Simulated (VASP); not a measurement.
A run of VASP 6.6.1 is set up as follows.

POSCAR

```
BAs
1.0
    0.0000000000      2.4044490725      2.4044490725
    2.4044490725      0.0000000000      2.4044490725
    2.4044490725      2.4044490725      0.0000000000
B As
1 1
Direct
    0.2500000000      0.2500000000      0.2500000000
    0.5000000000      0.5000000000      0.5000000000
```

The input INCAR.step1:

```
ALGO = Normal ; EDIFF = 1E-4
ENCUT = 520 ; GGA = PE
ISMEAR = 0 ; LASPH = True
LCHARG = False ; LREAL = False
LWAVE = True ; NBANDS = 11
NELM = 100 ; PREC = Accurate
SIGMA = 0.02
```

The input INCAR.step2:

```
ALGO = Normal ; EDIFF = 1E-6
ENCUT = 520 ; ISIF = 2
ISMEAR = 0 ; ISTART = 1
LASPH = True ; LCHARG = False
LMIXTAU = True ; LREAL = False
LWAVE = False ; METAGGA = R2SCAN
NBANDS = 11 ; NELM = 100
PREC = Accurate ; SIGMA = 0.02
```

File KPOINTS:

```
k-points
0
Gamma
  10 10 10
```

Potentials or basis: VASP PAW PBE potentials, release 64 (B, As).

Launch:

```sh
$ cat potpaw_PBE.64/B/POTCAR potpaw_PBE.64/As/POTCAR > POTCAR
$ cp INCAR.step1 INCAR
$ mpirun -np 1 vasp_std > vasp.out
$ cp INCAR.step2 INCAR
$ mpirun -np 1 vasp_std > vasp.out
```

Q: What does it give for the pressure?

A: -1.9 GPa.

Q: What does it give for the band gap on the k mesh?

A: 1.39 eV (least direct gap 3.42 eV).

Caveat: the PAW data sets were made with another functional, which shifts forces and pressure a little. A k mesh can miss the band edges.
